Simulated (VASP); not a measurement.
Here is a VASP 6.6.1 calculation.

Contents of INCAR:

```
SYSTEM = TiCo
  PREC = Accurate
  ENCUT = 400
  EDIFF = 1E-6
  ISMEAR = -1
  SIGMA = 0.1723
  LREAL = Auto
  LASPH = .True.
  NELM = 120
  ALGO = Normal
  ISIF = 2
  LWAVE = .False.
  LCHARG = .False.
  GGA = PE
  NBANDS = 98
  ISYM = -1
  GGA_COMPAT = .False.
```

File KPOINTS:

```
explicit points
1
Reciprocal
  0.25000000   0.25000000   0.25000000 1
```

File POSCAR:

```
TiCo
1.0
    6.2119360000     -0.0237870000      0.0571590000
   -0.0237870000      6.3309150000     -0.1234120000
    0.0571590000     -0.1234120000      6.2827850000
Ti Co
8 8
Direct
    0.0071513255      0.4123586208      0.8708899381
    0.2537142685      0.6113800657      0.2240959356
    0.0695115607      0.9220251460      0.1864596283
    0.2164844666      0.2477916975      0.4714667832
    0.5446870865      0.5525163844      0.7947022511
    0.5869874347      0.8862001129      0.1819427393
    0.8338058798      0.8522569468      0.6994501999
    0.6424123649      0.2117869185      0.6432106779
    0.4515664525      0.8597475985      0.5951978436
    0.8203430574      0.6258265924      0.0635064741
    0.9699504662      0.5455377694      0.5322256783
    0.3712968580      0.3030353651      0.0875449730
    0.2254521812      0.0821412758      0.7854471541
    0.9122878824      0.1970967851      0.2804703082
    0.1852990232      0.7040965396      0.7926428256
    0.5881592170      0.5321095053      0.3970481412
```

Potentials or basis: VASP PAW PBE potentials, release 64 (Ti_sv, Co).

Command:

```bash
$ cat potpaw_PBE.64/Ti_sv/POTCAR potpaw_PBE.64/Co/POTCAR > POTCAR
$ mpirun -np 1 vasp_std > vasp.out
```

Task: Predict the pressure.

Result: -4.1 GPa.

Task: Estimate the largest force.

Result: 2.596 eV/Å.

Stress tensor (GPa, compression positive):
```
 -3.88  -4.66   0.24
 -4.66   1.79   3.34
  0.24   3.34 -10.35
```

Caveat: the atoms stand as in a frame of molecular dynamics; the run has no spin polarisation, though such a crystal can be magnetic. Spin polarisation is off, so any magnetic state and its effect on volume and gap are missing.
